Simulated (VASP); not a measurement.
# Se (Im-3m) in VASP: notebook, part 3 of 3

VASP 6.6.1.

## (6) Single point, PBEsol

This run uses another cell than the first one, of 11.73 Å³/atom, 1.128 times its volume.

INCAR

```
PREC = Accurate ; ENCUT = 520
EDIFF = 1E-6 ; ISMEAR = -1
SIGMA = 0.05 ; LREAL = False
LASPH = True ; NELM = 100
ALGO = Normal ; ISIF = 2
LWAVE = False ; LCHARG = False
GGA = PS ; NBANDS = 9
```

KPOINTS

```
Automatic mesh
0
Gamma
  13 13 13
```

POSCAR

```
Se
1.0
   -1.4313324801      1.4313324801      1.4313324801
    1.4313324801     -1.4313324801      1.4313324801
    1.4313324801      1.4313324801     -1.4313324801
Se
1
Direct
    0.0000000000      0.0000000000      0.0000000000
```

Potentials or basis: VASP PAW PBE potentials, release 64 (Se).

The run is started by

```bash
$ cat potpaw_PBE.64/Se/POTCAR > POTCAR
$ mpirun -np 1 vasp_std > vasp.out
```

OUTCAR:

```text
PREC = Accurate
   ENCUT = 520
   EDIFF = 1E-6
   ISMEAR = -1
   LREAL = False
   LASPH = True
   NELM = 100
   ISIF = 2
   GGA = PS

 ion  position               nearest neighbor table
   1  0.000  0.000  0.000-

  LATTYP: Found a body centered cubic cell.
 ALAT       =     2.8626649602

  Lattice vectors:

 A1 = (  -1.4313324801,   1.4313324801,   1.4313324801)
 A2 = (   1.4313324801,  -1.4313324801,   1.4313324801)
 A3 = (   1.4313324801,   1.4313324801,  -1.4313324801)

Analysis of symmetry for initial positions (statically):
=====================================================================
 Subroutine PRICEL returns:
 Original cell was already a primitive cell.

 Routine SETGRP: Setting up the symmetry group for a
 body centered cubic supercell.

 Subroutine GETGRP returns: Found 48 space group operations
 (whereof 48 operations were pure point group operations)
 out of a pool of 48 trial point group operations.

The static configuration has the point symmetry O_h .

Analysis of symmetry for dynamics (positions and initial velocities):
=====================================================================
 Subroutine PRICEL returns:
 Original cell was already a primitive cell.

 Routine SETGRP: Setting up the symmetry group for a
 body centered cubic supercell.

 Subroutine GETGRP returns: Found 48 space group operations
 (whereof 48 operations were pure point group operations)
 out of a pool of 48 trial point group operations.

The dynamic configuration has the point symmetry O_h .

 Subroutine INISYM returns: Found 48 space group operations
 (whereof 48 operations are pure point group operations),
 and found     1 'primitive' translations

----------------------------------------------------------------------------------------

                                     Primitive cell

  volume of cell :      11.7296

  direct lattice vectors                    reciprocal lattice vectors
    -1.431332480  1.431332480  1.431332480     0.000000000  0.349324847  0.349324847
     1.431332480 -1.431332480  1.431332480     0.349324847  0.000000000  0.349324847
     1.431332480  1.431332480 -1.431332480     0.349324847  0.349324847  0.000000000

  length of vectors
     2.479140578  2.479140578  2.479140578     0.494019937  0.494019937  0.494019937

  position of ions in fractional coordinates (direct lattice)
     0.000000000  0.000000000  0.000000000

  ion indices of the primitive-cell ions
   primitive index   ion index
                 1           1

----------------------------------------------------------------------------------------

 KPOINTS: Automatic mesh

Automatic generation of k-mesh.
 Grid dimensions read from file:
 generate k-points for:   13   13   13

 Generating k-lattice:

  Cartesian coordinates                     Fractional coordinates (reciprocal lattice)
     0.000000000  0.026871142  0.026871142     0.076923077  0.000000000  0.000000000
     0.026871142  0.000000000  0.026871142     0.000000000  0.076923077  0.000000000
     0.026871142  0.026871142  0.000000000     0.000000000  0.000000000  0.076923077

  Length of vectors
     0.038001534  0.038001534  0.038001534

  Shift w.r.t. Gamma in fractional coordinates (k-lattice)
     0.000000000  0.000000000  0.000000000

 Subroutine IBZKPT returns following result:
 ===========================================

 Found     84 irreducible k-points:

 Following reciprocal coordinates:
            Coordinates               Weight
  0.000000  0.000000  0.000000      1.000000
  0.076923  0.000000  0.000000     12.000000
  0.153846  0.000000  0.000000     12.000000
  0.230769  0.000000  0.000000     12.000000
  0.307692  0.000000  0.000000     12.000000
  0.384615  0.000000  0.000000     12.000000
[... 16 lines left out ...]
  0.153846  0.076923  0.076923     24.000000
  0.230769  0.076923  0.076923     24.000000
 [... further k-points ...]
   k-points           NKPTS =     84   k-points in BZ     NKDIM =     84   number of bands    NBANDS=      9
   number of dos      NEDOS =    301   number of ions     NIONS =      1
   total plane-waves  NPLWV =   5832
   dimension x,y,z NGX =    18 NGY =   18 NGZ =   18
   dimension x,y,z NGXF=    36 NGYF=   36 NGZF=   36
   ions per type =               1
   NGX,Y,Z   is equivalent  to a cutoff of  12.07, 12.07, 12.07 a.u.
   NGXF,Y,Z  is equivalent  to a cutoff of  24.14, 24.14, 24.14 a.u.
 SYSTEM =  unknown system
   PREC   = accura    normal or accurate (medium, high low for compatibility)
   ISTART =      0    job   : 0-new  1-cont  2-samecut
   ICHARG =      2    charge: 1-file 2-atom 10-const
   ISPIN  =      1    spin polarized calculation?
   LNONCOLLINEAR =      F non collinear calculations
   LSORBIT =      F    spin-orbit coupling
   LASPH  =      T    aspherical Exc in radial PAW
   ENCUT  =  520.0 eV  38.22 Ry    6.18 a.u.   4.61  4.61  4.61*2*pi/ulx,y,z
   NELM   =    100;   NELMIN=  2; NELMDL= -5     # of ELM steps
   EDIFF  = 0.1E-05   stopping-criterion for ELM
   LREAL  =      F    real-space projection
   EDIFFG = 0.1E-04   stopping-criterion for IOM
   NSW    =      0    number of steps for IOM
   IBRION =     -1    ionic relax: 0-MD 1-quasi-New 2-CG
   NFREE  =      0    steps in history (QN), initial steepest desc. (CG)
   ISIF   =      2    stress and relaxation
   ISYM   =      2    0-nonsym 1-usesym 2-fastsym
   POTIM  = 0.5000    time-step for ionic-motion
   TEBEG  =    0.0;   TEEND  =   0.0 temperature during run
   PSTRESS=    0.0 pullay stress
   NELECT =       6.0000    total number of electrons
   NUPDOWN=      -1.0000    fix difference up-down
   EMIN   =  10.00;   EMAX   =-10.00  energy-range for DOS
   EFERMI =   0.00;   METHOD = LEGACY
   ISMEAR =    -1;   SIGMA  =   0.05  broadening in eV -4-tet -1-fermi 0-gaus
   EFERMI_NEDOS =   21; number of points for ismear=-14 and -15
   IALGO  =     38    algorithm
   IMIX   =      4    mixing-type and parameters
     AMIX     =   0.40;   BMIX     =  1.00
     AMIX_MAG =   1.60;   BMIX_MAG =  1.00
  volume/ion in A,a.u.               =      11.73        79.15
  Fermi-wavevector in a.u.,A,eV,Ry     =   1.309277  2.474174 23.323176  1.714205
  Thomas-Fermi vector in A             =   2.439886
   LORBIT       =      0    0 simple, 1 ext, 2 COOP (PROOUT), +10 PAW based schemes
   GGA     = PS    functional components
   LHFCALC =     F    Hartree Fock is set to
   AEXX    =    0.0000 exact exchange contribution
   IVDW    =     0    specifies the selected vdW correction
   LEPSILON=     F    determine dielectric tensor
   LRPA    =     F    only Hartree local field effects (RPA)
 non-spin polarized calculation
  energy-cutoff  :      520.00
  volume of cell :       11.73
 maximum number of plane-waves:       329
   NGX =  9   NGY =  9   NGZ =  9

 number of electron       5.9999997 magnetization

 Free energy of the ion-electron system (eV)
  ---------------------------------------------------
  ext. energy  EPLUGINS =         0.00000000
  ---------------------------------------------------
  free energy    TOTEN  =        -1.44680825 eV

  energy without entropy =       -1.44264927  energy(sigma->0) =       -1.44472876

 E-fermi :  13.9312     XC(G=0): -13.3375

 val. band max:       13.8818109478   @ k =  -0.3846   0.4615   0.2308
 cond. band min:      13.9323729707   @ k =  -0.4615  -0.4615   0.2308
 fundamental gap:      0.0505620229
 Fermi energy:        13.9312079836

 k-point     1 :       0.0000    0.0000    0.0000
  band No.  band energies     occupation
      1      -8.9939      2.00000
      2      21.0681      0.00000
      3      21.0681      0.00000
      4      21.0681      0.00000
      5      27.9421      0.00000
      6      27.9421      0.00000
      7      27.9421      0.00000
      8      31.6430      0.00000
      9      31.6430      0.00000

 k-point     2 :       0.0769    0.0000    0.0000
  band No.  band energies     occupation
      1      -8.7796      2.00000
      2      19.4912      0.00000
      3      20.2500      0.00000
      4      20.8686      0.00000
      5      26.9169      0.00000
      6      27.3718      0.00000
      7      29.1232      0.00000
      8      30.1099      0.00000
      9      30.5296      0.00000
[... 253 lines left out ...]
 k-point    24 :       0.2308    0.0769    0.0769
  band No.  band energies     occupation
      1      -5.1677      2.00000
      2       8.6907      2.00000
      3      13.6062      1.99700
      4      15.5852      0.00000
      5      26.0941      0.00000
      6      26.1147      0.00000
      7      32.2526      0.00000
      8      33.4820      0.00000
      9      36.6229      0.00000

 [... further k-points ...]
[... 5 lines left out ...]
  --------------------------------------------------------------------------------------
  -------------------------------------------------------------------------------------
  Total        9.4554482      9.4554482      9.4554482     -0.0000000     -0.0000000     -0.0000000
  in kB     1291.5497269   1291.5497269   1291.5497269     -0.0000000     -0.0000000     -0.0000000
  external PRESSURE =    1291.5497269 kB  Pullay stress =       0.0000000 kB

 VOLUME and BASIS-vectors are now :
 -----------------------------------------------------------------------------
  energy-cutoff  :      520.00
  volume of cell :       11.73
      direct lattice vectors                 reciprocal lattice vectors
    -1.431332480  1.431332480  1.431332480     0.000000000  0.349324847  0.349324847
     1.431332480 -1.431332480  1.431332480     0.349324847  0.000000000  0.349324847
     1.431332480  1.431332480 -1.431332480     0.349324847  0.349324847  0.000000000

 POSITION                                       TOTAL-FORCE (eV/Angst)
 -----------------------------------------------------------------------------------
      0.00000      0.00000      0.00000         0.000000      0.000000      0.000000
 -----------------------------------------------------------------------------------
    total drift:                               -0.000000      0.000000     -0.000000

  FREE ENERGIE OF THE ION-ELECTRON SYSTEM (eV)
  ---------------------------------------------------
  free  energy   TOTEN  =        -1.4468082506 eV

  energy  without entropy=       -1.4426492737  energy(sigma->0) =       -1.44472876
```

stdout:

```text
POSCAR found type information on POSCAR Se
 POSCAR found :  1 types and       1 ions
 scaLAPACK will be used
 -----------------------------------------------------------------------------
|                                                                             |
|                                                                             |
|     You enforced a specific xc type in the INCAR file but a different       |
|     I HOPE YOU KNOW WHAT YOU ARE DOING!                                     |
|                                                                             |
 -----------------------------------------------------------------------------

 LDA part: xc-table for (Slater+PW92), standard interpolation
 POSCAR, INCAR and KPOINTS ok, starting setup
 FFT: planning ... GRIDC
 FFT: planning ... GRID_SOFT
 FFT: planning ... GRID
 WAVECAR not read
 entering main loop
```

It took 9.2 s on 1 thread of AMD EPYC 7R13 (Zen 3), shared host; peak memory 0.09 GiB.

Results:

| Quantity | Value |
| --- | --- |
| Free energy | -1.4468 eV |
| Pressure | 129.2 GPa |
| Band gap on the k mesh | zero (band 3 reaches 21.07 eV, above the bottom of band 4 at 6.99 eV) |

Caveat: the PAW data sets were made with another functional, which shifts forces and pressure a little.

## (7) Overview

```tsv
cell	gap on the mesh (eV)	pressure (GPa)
a = 2.382 Å, angles 109.5°, 1 atom	none	207.7
a = 2.407 Å, angles 109.5°, 1 atom	none	184.6
a = 2.431 Å, angles 109.5°, 1 atom	none	163.8
a = 2.456 Å, angles 109.5°, 1 atom	none	145.6
a = 2.479 Å, angles 109.5°, 1 atom	none	129.2
```

Alike in all rows: task single point; level PBEsol; potentials or basis VASP PAW PBE potentials, release 64 (Se); no spin polarisation; k mesh 13 × 13 × 13; cutoff (eV) 520; smearing fermi-dirac 0.05 eV.

Caveats: the PAW data sets were made with another functional, which shifts forces and pressure a little.

Total energies depend on the potentials used, so only differences within one code and one set of settings carry meaning.
